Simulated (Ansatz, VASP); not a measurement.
**Two plane-wave programs on FeCo**

INCAR

```
SYSTEM = FeCo
ALGO = Normal
EDIFF = 1E-6
ENCUT = 600
GGA = PE
GGA_COMPAT = .FALSE.
ISIF = 2
ISMEAR = 0
LASPH = .TRUE.
LCHARG = .FALSE.
LREAL = .FALSE.
LWAVE = .FALSE.
NBANDS = 16
NELM = 120
PREC = Accurate
SIGMA = 0.05
```

KPOINTS

```
k-points
0
G
  16 16 16
  0 0 0
```

File POSCAR:

```
FeCo
1.0
    2.7968289155      0.0000000000      0.0000000000
    0.0000000000      2.7968289155      0.0000000000
    0.0000000000      0.0000000000      2.7968289155
Fe Co
1 1
Direct
    0.5000000000      0.5000000000      0.5000000000
    0.0000000000      0.0000000000      0.0000000000
```

Input for Ansatz:

```yaml
crystal:
  lattice:
    - [2.7968289155, 0.0, 0.0]
    - [0.0, 2.7968289155, 0.0]
    - [0.0, 0.0, 2.7968289155]
  atoms:
    - { symbol: Fe, position: [0.5, 0.5, 0.5] }
    - { symbol: Co, position: [0.0, 0.0, 0.0] }
basis:
  ecutwfc: 420
  ecutrho_ratio: 4
kpoints:
  mp_grid: { grid: [16, 16, 16] }
hamiltonian:
  xc: pbe
scf:
  occupations: { method: gaussian, width: 0.05 }
output:
  forces: true
  stress: true
  eigenvalues: true
```

Alike in both runs: task single point; functional PBE; k mesh 16 × 16 × 16; occupations gaussian, width 0.05 eV; no spin polarisation.

```csv
,VASP,Ansatz
version,VASP 6.6.1,Ansatz 0.2.0
potentials or method,"VASP PAW PBE potentials, release 64 (Fe, Co), cutoff 600 eV","scalar-relativistic, plane waves, PAW"
valence electrons in the cell,17,33
```

|  | VASP | Ansatz | Ansatz less VASP |
| --- | --- | --- | --- |
| gap on the k mesh at the Fermi level (eV) | none | none | - |
| pressure (GPa) | -9.7 | -9.1 | +0.55 |

A gap of «none» marks a metal or a gap that the smearing closes. VASP's potentials hold 17 valence electrons a cell and Ansatz's 33, so a difference there can come from the potentials and not from the codes.
